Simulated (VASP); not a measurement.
# P: single point with r2SCAN

P, a slab with vacuum:

```
CELL_PARAMETERS angstrom
3.28000 0.00000 0.00000
-1.64000 2.84056 0.00000
0.00000 0.00000 28.00000
ATOMIC_POSITIONS crystal
P 0.33333 0.66667 0.53277
P 0.66667 0.33333 0.46723
```

- Program: VASP 6.6.1
- Task: single point
- Functional: r2SCAN
- Potentials or basis: VASP PAW PBE potentials, release 64 (P)
- Cutoff: 520 eV
- k mesh: 9 × 9 × 1
- Occupations: gaussian, width 0.02 eV
- Spin: no spin polarisation

```
Largest force          : 5.039 eV/Å
Band gap on the k mesh : zero (bands 5 and 6 overlap by 1.62 eV)
```

Forces in eV/Å, atoms in the order of the input:
```
P    0.000  0.000 -5.039
P    0.000  0.000  5.039
```

Levels at points of the mesh, in eV from the Fermi level:
```csv
k point,band 3,band 4,band 5,band 6,band 7,band 8
"(0.00, 0.00, 0.00)",-3.26,1.10,1.10,2.34,3.21,3.21
```

Run time: 2.7 min on 1 thread of AMD EPYC 9R45 96-Core Processor (Zen 5), on a shared host, peak memory 0.34 GiB.

Caveat: the PAW data sets were made with another functional, which shifts forces and pressure a little.
